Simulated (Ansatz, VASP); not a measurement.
# HfC: VASP beside Ansatz

```xyz
2
Lattice="0.0000 2.3250 2.3250 2.3250 0.0000 2.3250 2.3250 2.3250 0.0000" Properties=species:S:1:pos:R:3 pbc="T T T"
Hf    2.1250    2.3250    2.3250
C     0.0000    0.0000    0.0000
```

Alike in both runs: task single point; functional PBE; k mesh 18 × 18 × 18; occupations gaussian, width 0.15 eV; no spin polarisation.

```csv
,VASP,Ansatz
version,VASP 6.6.1,Ansatz 0.2.0
potentials or method,"VASP PAW PBE potentials, release 64 (Hf_pv, C), cutoff 600 eV","scalar-relativistic, plane waves, PAW"
valence electrons in the cell,14,30
```

```csv
,VASP,Ansatz,Ansatz less VASP
gap on the k mesh at the Fermi level (eV),none,none,-
pressure (GPa),3.2,3.9,+0.70
"traceless stress, the component that is largest in VASP (GPa)",8.60,8.43,-0.170
rms of the force components (eV/Å),0.990,0.991,+0.0017
```

Atom by atom the forces differ by 0.002 eV/Å (rms over components). A gap of «none» marks a metal or a gap that the smearing closes. With one functional, cell and mesh, what is left measures potentials, basis and numerics. VASP's potentials hold 14 valence electrons a cell and Ansatz's 30, so a difference there can come from the potentials and not from the codes.

Spin-orbit coupling is off throughout.
